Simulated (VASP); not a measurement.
# Zr (P6_3/mmc) in VASP: notebook

The runs below take Zr through single point, relaxation of cell and atoms, with LDA.

Program: VASP 6.6.1. These are calculated values, not measurements. Logs are shortened: lines on timing, memory, paths and dates and some standing lists are left out, and cuts for length are marked.

**1. The cell of the first run**

It takes space group P6_3/mmc (No. 194, hexagonal). Conventional cell: a = 3.239 Å, b = 3.239 Å, c = 5.172 Å, α = 90.00°, β = 90.00°, γ = 120.00°. Within 4.2 Å of Zr (site symmetry -6m2) lie 12 Zr at 3.19 to 3.24 Å.

**2. Single point, LDA**

File INCAR:

```
PREC = Accurate ; ENCUT = 520
EDIFF = 1E-6 ; ISMEAR = 0
SIGMA = 0.1 ; LREAL = F
LASPH = T ; NELM = 60
ALGO = Normal ; ISIF = 2
LWAVE = F ; LCHARG = F
NBANDS = 19
```

File KPOINTS:

```
Automatic mesh
0
Gamma
  6 6 4
```

File POSCAR:

```
Zr
1.0
    3.2392314100      0.0000000000      0.0000000000
   -1.6196157100      2.8052566900      0.0000000000
    0.0000000000      0.0000000000      5.1722200000
Zr
2
Direct
    0.3333333300      0.6666666700      0.2500000000
    0.6666666700      0.3333333300      0.7500000000
```

Potentials or basis: VASP PAW LDA potentials, release 64 (Zr_sv).

Launch:

```bash
$ cat potpaw_LDA.64/Zr_sv/POTCAR > POTCAR
$ mpirun -np 1 vasp_std > vasp.out
```

OUTCAR:

```text
PREC = Accurate
   ENCUT = 520
   EDIFF = 1E-6
   ISMEAR = 0
   LREAL = F
   LASPH = T
   NELM = 60
   ISIF = 2

 ion  position               nearest neighbor table
   1  0.333  0.667  0.250-   2 3.19   2 3.19   2 3.19   2 3.19   2 3.19   2 3.19
   2  0.667  0.333  0.750-   1 3.19   1 3.19   1 3.19   1 3.19   1 3.19   1 3.19

  LATTYP: Found a hexagonal cell.
 ALAT       =     3.2392314100
 C/A-ratio  =     1.5967429755

  Lattice vectors:

 A1 = (   3.2392314100,   0.0000000000,   0.0000000000)
 A2 = (  -1.6196157100,   2.8052566900,   0.0000000000)
 A3 = (   0.0000000000,   0.0000000000,   5.1722200000)

Analysis of symmetry for initial positions (statically):
=====================================================================
 Subroutine PRICEL returns:
 Original cell was already a primitive cell.

 Routine SETGRP: Setting up the symmetry group for a
 hexagonal supercell.

 Subroutine GETGRP returns: Found 24 space group operations
 (whereof 12 operations were pure point group operations)
 out of a pool of 24 trial point group operations.

The static configuration has the point symmetry D_3d.
 The point group associated with its full space group is D_6h.

Analysis of symmetry for dynamics (positions and initial velocities):
=====================================================================
 Subroutine PRICEL returns:
 Original cell was already a primitive cell.

 Routine SETGRP: Setting up the symmetry group for a
 hexagonal supercell.

 Subroutine GETGRP returns: Found 24 space group operations
 (whereof 12 operations were pure point group operations)
 out of a pool of 24 trial point group operations.

The dynamic configuration has the point symmetry D_3d.
 The point group associated with its full space group is D_6h.

 Subroutine INISYM returns: Found 24 space group operations
 (whereof 12 operations are pure point group operations),
 and found     1 'primitive' translations

----------------------------------------------------------------------------------------

                                     Primitive cell

  volume of cell :      46.9993

  direct lattice vectors                    reciprocal lattice vectors
     3.239231410  0.000000000  0.000000000     0.308715208  0.178236809  0.000000000
    -1.619615710  2.805256690  0.000000000     0.000000000  0.356473617  0.000000000
     0.000000000  0.000000000  5.172220000     0.000000000  0.000000000  0.193340577

  length of vectors
     3.239231410  3.239231413  5.172220000     0.356473618  0.356473617  0.193340577

  position of ions in fractional coordinates (direct lattice)
     0.333333330  0.666666670  0.250000000
     0.666666670  0.333333330  0.750000000

  ion indices of the primitive-cell ions
   primitive index   ion index
                 1           1
                 2           2

----------------------------------------------------------------------------------------

 KPOINTS: Automatic mesh

Automatic generation of k-mesh.
 Grid dimensions read from file:
 generate k-points for:    6    6    4

 Generating k-lattice:

  Cartesian coordinates                     Fractional coordinates (reciprocal lattice)
     0.051452535  0.029706135  0.000000000     0.166666667 -0.000000000  0.000000000
     0.000000000  0.059412270  0.000000000     0.000000000  0.166666667  0.000000000
     0.000000000  0.000000000  0.048335144     0.000000000  0.000000000  0.250000000

  Length of vectors
     0.059412270  0.059412270  0.048335144

  Shift w.r.t. Gamma in fractional coordinates (k-lattice)
     0.000000000  0.000000000  0.000000000

 Subroutine IBZKPT returns following result:
 ===========================================

 Found     21 irreducible k-points:

 Following reciprocal coordinates:
            Coordinates               Weight
  0.000000  0.000000  0.000000      1.000000
  0.166667 -0.000000  0.000000      6.000000
  0.333333 -0.000000  0.000000      6.000000
  0.500000 -0.000000  0.000000      3.000000
  0.166667  0.166667  0.000000      6.000000
  0.333333  0.166667  0.000000     12.000000
[... 13 lines left out ...]
  0.333333  0.166667  0.500000     12.000000
  0.333333  0.333333  0.500000      2.000000
   k-points           NKPTS =     21   k-points in BZ     NKDIM =     21   number of bands    NBANDS=     19
   number of dos      NEDOS =    301   number of ions     NIONS =      2
   total plane-waves  NPLWV =  23040
   dimension x,y,z NGX =    24 NGY =   24 NGZ =   40
   dimension x,y,z NGXF=    48 NGYF=   48 NGZF=   80
   ions per type =               2
   NGX,Y,Z   is equivalent  to a cutoff of  12.32, 12.32, 12.86 a.u.
   NGXF,Y,Z  is equivalent  to a cutoff of  24.63, 24.63, 25.71 a.u.
 SYSTEM =  unknown system
   PREC   = accura    normal or accurate (medium, high low for compatibility)
   ISTART =      0    job   : 0-new  1-cont  2-samecut
   ICHARG =      2    charge: 1-file 2-atom 10-const
   ISPIN  =      1    spin polarized calculation?
   LNONCOLLINEAR =      F non collinear calculations
   LSORBIT =      F    spin-orbit coupling
   LASPH  =      T    aspherical Exc in radial PAW
   ENCUT  =  520.0 eV  38.22 Ry    6.18 a.u.   6.02  6.02  9.62*2*pi/ulx,y,z
   NELM   =     60;   NELMIN=  2; NELMDL= -5     # of ELM steps
   EDIFF  = 0.1E-05   stopping-criterion for ELM
   LREAL  =      F    real-space projection
   EDIFFG = 0.1E-04   stopping-criterion for IOM
   NSW    =      0    number of steps for IOM
   IBRION =     -1    ionic relax: 0-MD 1-quasi-New 2-CG
   NFREE  =      0    steps in history (QN), initial steepest desc. (CG)
   ISIF   =      2    stress and relaxation
   ISYM   =      2    0-nonsym 1-usesym 2-fastsym
   POTIM  = 0.5000    time-step for ionic-motion
   TEBEG  =    0.0;   TEEND  =   0.0 temperature during run
   PSTRESS=    0.0 pullay stress
   NELECT =      24.0000    total number of electrons
   NUPDOWN=      -1.0000    fix difference up-down
   EMIN   =  10.00;   EMAX   =-10.00  energy-range for DOS
   EFERMI =   0.00;   METHOD = LEGACY
   ISMEAR =     0;   SIGMA  =   0.10  broadening in eV -4-tet -1-fermi 0-gaus
   EFERMI_NEDOS =   21; number of points for ismear=-14 and -15
   IALGO  =     38    algorithm
   IMIX   =      4    mixing-type and parameters
     AMIX     =   0.40;   BMIX     =  1.00
     AMIX_MAG =   1.60;   BMIX_MAG =  1.00
  volume/ion in A,a.u.               =      23.50       158.58
  Fermi-wavevector in a.u.,A,eV,Ry     =   1.308523  2.472750 23.296340  1.712233
  Thomas-Fermi vector in A             =   2.439184
   LORBIT       =      0    0 simple, 1 ext, 2 COOP (PROOUT), +10 PAW based schemes
   GGA     = CA    functional components
   LHFCALC =     F    Hartree Fock is set to
   AEXX    =    0.0000 exact exchange contribution
   IVDW    =     0    specifies the selected vdW correction
   LEPSILON=     F    determine dielectric tensor
   LRPA    =     F    only Hartree local field effects (RPA)
 non-spin polarized calculation
 Gauss-broadening in eV      SIGMA  =   0.10
  energy-cutoff  :      520.00
  volume of cell :       47.00
 maximum number of plane-waves:      1296
   NGX = 13   NGY = 13   NGZ = 19

 number of electron      24.0000001 magnetization

 Free energy of the ion-electron system (eV)
  ---------------------------------------------------
  ext. energy  EPLUGINS =         0.00000000
  ---------------------------------------------------
  free energy    TOTEN  =       -18.50757836 eV

  energy without entropy =      -18.49333810  energy(sigma->0) =      -18.50045823

 E-fermi :   8.7337     XC(G=0): -11.2520

 val. band max:        8.7214969317   @ k =   0.0000   0.0000   0.5000
 cond. band min:       8.7791423193   @ k =   0.3333   0.3333   0.2500
 fundamental gap:      0.0576453875
 Fermi energy:         8.7337123327

 k-point     1 :       0.0000    0.0000    0.0000
  band No.  band energies     occupation
      1     -39.8826      2.00000
      2     -39.7313      2.00000
      3     -18.5489      2.00000
      4     -17.6789      2.00000
      5     -17.6789      2.00000
      6     -17.5582      2.00000
[... 11 lines left out ...]
     18      10.7763      0.00000
     19      13.0524      0.00000

 k-point     2 :       0.1667   -0.0000    0.0000
  band No.  band energies     occupation
      1     -39.8530      2.00000
      2     -39.7194      2.00000
      3     -18.4680      2.00000
      4     -17.8527      2.00000
      5     -17.7344      2.00000
      6     -17.7172      2.00000
[... 11 lines left out ...]
     18      10.8587      0.00000
     19      13.4205      0.00000

 k-point     3 :       0.3333   -0.0000    0.0000
  band No.  band energies     occupation
      1     -39.7881      2.00000
      2     -39.7008      2.00000
      3     -18.2703      2.00000
      4     -18.1983      2.00000
      5     -18.0459      2.00000
      6     -17.8371      2.00000
[... 11 lines left out ...]
     18      12.5367      0.00000
     19      13.7943      0.00000

 k-point     4 :       0.5000   -0.0000    0.0000
  band No.  band energies     occupation
      1     -39.7481      2.00000
      2     -39.6986      2.00000
      3     -18.3687      2.00000
      4     -18.2004      2.00000
      5     -18.1225      2.00000
      6     -17.8858      2.00000
[... 11 lines left out ...]
     18      13.9279      0.00000
     19      14.7916      0.00000

 k-point     5 :       0.1667    0.1667    0.0000
  band No.  band energies     occupation
      1     -39.8054      2.00000
      2     -39.7044      2.00000
      3     -18.3270      2.00000
      4     -18.0351      2.00000
      5     -18.0202      2.00000
      6     -17.7882      2.00000
[... 11 lines left out ...]
     18      12.4035      0.00000
     19      13.5157      0.00000
[... 268 lines left out ...]
      2     -39.7233      2.00000
      3     -18.4406      2.00000
      4     -18.4406      2.00000
      5     -17.7978      2.00000
      6     -17.7978      2.00000
[... 11 lines left out ...]
     18      13.7856      0.00000
     19      13.8462      0.00000

 k-point    19 :       0.1667    0.1667    0.5000
  band No.  band energies     occupation
      1     -39.7552      2.00000
      2     -39.7552      2.00000
      3     -18.2230      2.00000
      4     -18.2230      2.00000
      5     -17.8160      2.00000
      6     -17.8160      2.00000
[... 11 lines left out ...]
     18      12.6932      0.00000
     19      13.2583      0.00000

 k-point    20 :       0.3333    0.1667    0.5000
  band No.  band energies     occupation
      1     -39.7233      2.00000
      2     -39.7233      2.00000
      3     -18.3661      2.00000
      4     -18.3661      2.00000
      5     -17.9231      2.00000
      6     -17.9231      2.00000
[... 11 lines left out ...]
     18      13.3696      0.00000
     19      14.6739      0.00000

 k-point    21 :       0.3333    0.3333    0.5000
  band No.  band energies     occupation
      1     -39.7127      2.00000
      2     -39.7127      2.00000
      3     -18.3139      2.00000
      4     -18.3139      2.00000
      5     -18.0822      2.00000
      6     -18.0822      2.00000
[... 11 lines left out ...]
     18      13.0271      0.00000
     19      16.6524      0.00000

------------------------ aborting loop because EDIFF is reached ----------------------------------------

  FORCE on cell =-STRESS in cart. coord.  units (eV):
  Direction    XX          YY          ZZ          XY          YZ          ZX
  --------------------------------------------------------------------------------------
  -------------------------------------------------------------------------------------
  Total       -2.1087635     -2.1087635     -1.9513924      0.0000000     -0.0000000      0.0000000
  in kB      -71.8864262    -71.8864262    -66.5217434      0.0000001     -0.0000000      0.0000000
  external PRESSURE =     -70.0981986 kB  Pullay stress =       0.0000000 kB

 VOLUME and BASIS-vectors are now :
 -----------------------------------------------------------------------------
  energy-cutoff  :      520.00
  volume of cell :       47.00
      direct lattice vectors                 reciprocal lattice vectors
     3.239231410  0.000000000  0.000000000     0.308715208  0.178236809  0.000000000
    -1.619615710  2.805256690  0.000000000     0.000000000  0.356473617  0.000000000
     0.000000000  0.000000000  5.172220000     0.000000000  0.000000000  0.193340577

 POSITION                                       TOTAL-FORCE (eV/Angst)
 -----------------------------------------------------------------------------------
     -0.00000      1.87017      1.29306         0.000000      0.000000      0.000000
      1.61962      0.93509      3.87917        -0.000000      0.000000      0.000000
 -----------------------------------------------------------------------------------
    total drift:                               -0.000010      0.000006     -0.000000

  FREE ENERGIE OF THE ION-ELECTRON SYSTEM (eV)
  ---------------------------------------------------
  free  energy   TOTEN  =       -18.5075783643 eV

  energy  without entropy=      -18.4933380962  energy(sigma->0) =      -18.50045823
```

Run time: 17 s. Hardware: 1 thread of Intel Xeon 8259CL, shared host; peak memory 0.14 GiB.

What came out:

* Free energy: -18.5076 eV
* Pressure: -7.0 GPa
* Band gap on the k mesh: zero (bands 12 and 13 overlap by 0.85 eV)

Stress tensor (GPa, compression positive):
```
-7.19  0.00  0.00
 0.00 -7.19  0.00
 0.00  0.00 -6.65
```

Levels at points of the mesh, in eV from the Fermi level:
| k point | band 10 | band 11 | band 12 | band 13 | band 14 | band 15 |
| --- | --- | --- | --- | --- | --- | --- |
| (0.00, 0.00, 0.00) | -3.06 | 0.79 | 0.79 | 0.91 | 1.15 | 1.47 |
| (0.50, 0.00, 0.00) | -2.54 | -2.16 | -0.21 | 0.46 | 0.70 | 1.37 |
| (0.00, 0.00, 0.50) | -3.97 | -0.01 | -0.01 | 0.70 | 0.70 | 0.70 |
| (0.50, 0.00, 0.50) | -2.89 | -1.10 | -1.10 | 1.61 | 1.61 | 2.12 |

Caveat: the k points lie up to 0.37 Å⁻¹ apart, too coarse for converged energies and pressures of a metal.

**3. Single point, LDA**

This run uses another cell than the first one, of 21.80 Å³/atom.

File INCAR:

```
SYSTEM = Zr
PREC = Accurate
ENCUT = 520
EDIFF = 1E-7
ISMEAR = 0
SIGMA = 0.1
LREAL = .False.
LASPH = .True.
NELM = 100
ALGO = Normal
ISIF = 2
LWAVE = .False.
LCHARG = .False.
GGA = CA
NBANDS = 19
```

File KPOINTS:

```
Automatic mesh
0
Gamma
  12 12 8
  0 0 0
```

File POSCAR:

```
Zr
1.0
    3.1539189167      0.0000000028      0.0000000000
   -1.5769594608      2.7313739019      0.0000000000
    0.0000000000      0.0000000000      5.0620693064
Zr
2
Direct
    0.3333333333      0.6666666667      0.2500000000
    0.6666666667      0.3333333333      0.7500000000
```

Potentials or basis: VASP PAW LDA potentials, release 64 (Zr_sv).

Launch:

```bash
$ cat potpaw_LDA.64/Zr_sv/POTCAR > POTCAR
$ mpirun -np 1 vasp_std > vasp.out
```

OUTCAR:

```text
SYSTEM = Zr
   PREC = Accurate
   ENCUT = 520
   EDIFF = 1E-7
   ISMEAR = 0
   LREAL = .False.
   LASPH = .True.
   NELM = 100
   ISIF = 2
   GGA = CA

 ion  position               nearest neighbor table
   1  0.333  0.667  0.250-   2 3.12   2 3.12   2 3.12   2 3.12   2 3.12   2 3.12
   2  0.667  0.333  0.750-   1 3.12   1 3.12   1 3.12   1 3.12   1 3.12   1 3.12

  LATTYP: Found a hexagonal cell.
 ALAT       =     3.1539189167
 C/A-ratio  =     1.6050093360

  Lattice vectors:

[... 719 lines left out ...]

  FORCE on cell =-STRESS in cart. coord.  units (eV):
  Direction    XX          YY          ZZ          XY          YZ          ZX
  --------------------------------------------------------------------------------------
  -------------------------------------------------------------------------------------
  Total        0.0058020      0.0058020      0.0235615     -0.0000000     -0.0000000      0.0000000
  in kB        0.2131701      0.2131701      0.8656744     -0.0000000     -0.0000000      0.0000000
  external PRESSURE =       0.4306716 kB  Pullay stress =       0.0000000 kB

 VOLUME and BASIS-vectors are now :
 -----------------------------------------------------------------------------
  energy-cutoff  :      520.00
  volume of cell :       43.61
      direct lattice vectors                 reciprocal lattice vectors
     3.153918917  0.000000003  0.000000000     0.317065855  0.183058057  0.000000000
    -1.576959461  2.731373902  0.000000000    -0.000000000  0.366116114  0.000000000
     0.000000000  0.000000000  5.062069306     0.000000000  0.000000000  0.197547671

 POSITION                                       TOTAL-FORCE (eV/Angst)
 -----------------------------------------------------------------------------------
     -0.00000      1.82092      1.26552        -0.000000      0.000000      0.000000
      1.57696      0.91046      3.79655         0.000000      0.000000      0.000000
 -----------------------------------------------------------------------------------
    total drift:                               -0.000000      0.000000     -0.000000

  FREE ENERGIE OF THE ION-ELECTRON SYSTEM (eV)
  ---------------------------------------------------
  free  energy   TOTEN  =       -18.5857060841 eV

  energy  without entropy=      -18.5741279334  energy(sigma->0) =      -18.57991701
```

OSZICAR:

```text
N       E                     dE             d eps       ncg     rms          rms(c)
DAV:   1     0.216981168687E+03    0.21698E+03   -0.13360E+04  3610   0.127E+03
DAV:   2    -0.296601913470E+01   -0.21995E+03   -0.21564E+03  4171   0.372E+02
DAV:   3    -0.188172618162E+02   -0.15851E+02   -0.15724E+02  6475   0.727E+01
DAV:   4    -0.192720141900E+02   -0.45475E+00   -0.45429E+00  4207   0.120E+01
DAV:   5    -0.192837803216E+02   -0.11766E-01   -0.11764E-01  5328   0.142E+00    0.163E+01
DAV:   6    -0.186972647188E+02    0.58652E+00   -0.86619E-01  3910   0.694E+00    0.666E+00
DAV:   7    -0.185826980173E+02    0.11457E+00   -0.55826E-01  5259   0.472E+00    0.109E+00
DAV:   8    -0.185855073480E+02   -0.28093E-02   -0.30122E-02  4709   0.143E+00    0.213E-01
DAV:   9    -0.185857141796E+02   -0.20683E-03   -0.10033E-03  4870   0.277E-01    0.242E-02
DAV:  10    -0.185857046677E+02    0.95119E-05   -0.36184E-05  5309   0.383E-02    0.209E-02
DAV:  11    -0.185857061462E+02   -0.14785E-05   -0.66120E-06  4026   0.278E-02    0.173E-03
DAV:  12    -0.185857060841E+02    0.62068E-07   -0.21721E-07  3433   0.320E-03
   1 F= -.18585706E+02 E0= -.18579917E+02  d E =-.115782E-01
```

stdout:

```text
POSCAR found type information on POSCAR Zr
 POSCAR found :  1 types and       2 ions
 scaLAPACK will be used
 LDA part: xc-table for (Slater(with rela. corr.)+CA(PZ))
 , standard interpolation
 POSCAR, INCAR and KPOINTS ok, starting setup
 FFT: planning ... GRIDC
 FFT: planning ... GRID_SOFT
 FFT: planning ... GRID
 WAVECAR not read
 entering main loop
```

Wall time 68 s (1 thread of Intel Xeon 8259CL, shared host); peak memory 0.18 GiB.

What came out:

- Free energy: -18.5857 eV
- Pressure: 0.0 GPa
- Band gap on the k mesh: zero (bands 12 and 13 overlap by 1.23 eV)

**4. Single point, LDA**

This run uses another cell than the first one, of 21.83 Å³/atom.

File INCAR:

```
PREC     = Accurate       # precision mode
ENCUT    = 520            # plane-wave cutoff, eV
EDIFF    = 1E-6           # SCF threshold, eV
ISMEAR   = -1             # smearing method
SIGMA    = 0.15           # smearing width, eV
LREAL    = False          # projectors in reciprocal space
LASPH    = True           # aspherical terms in the spheres
NELM     = 80             # most SCF steps
ALGO     = Normal         # electronic algorithm
ISIF     = 2              # what is computed and relaxed
LWAVE    = False          # write WAVECAR
LCHARG   = False          # write CHGCAR
NBANDS   = 19             # bands
```

File KPOINTS:

```
regular mesh
0
Gamma
  12 12 8
```

File POSCAR:

```
Zr
1.0
    3.1421449492      0.0000000028      0.0000000000
   -1.5710724770      2.7211773470      0.0000000000
    0.0000000000      0.0000000000      5.1064786455
Zr
2
Direct
    0.3333333333      0.6666666667      0.2500000000
    0.6666666667      0.3333333333      0.7500000000
```

Launch:

```bash
$ cat potpaw_LDA.64/Zr_sv/POTCAR > POTCAR
$ mpirun -np 1 vasp_std > vasp.out
```

Run time: 69 s. Hardware: 1 thread of Intel Xeon 8259CL, shared host; peak memory 0.18 GiB.

It converged, with:

* Free energy: -18.6625 eV
* Pressure: 0.0 GPa
* Band gap on the k mesh: zero (bands 12 and 13 overlap by 1.15 eV)

Levels at points of the mesh, in eV from the Fermi level:
```csv
k point,band 10,band 11,band 12,band 13,band 14,band 15
"(0.00, 0.00, 0.00)",-3.15,0.90,0.94,0.94,1.42,1.64
"(0.50, 0.00, 0.00)",-2.53,-2.30,0.13,0.68,0.80,1.53
"(0.00, 0.00, 0.50)",-3.93,0.02,0.02,0.87,0.87,0.87
"(0.50, 0.00, 0.50)",-3.00,-1.19,-1.19,2.02,2.02,2.46
```

(Continued in part 2 of 2.)

The gap in the log of VASP goes by the Fermi energy; the results here count the filled bands.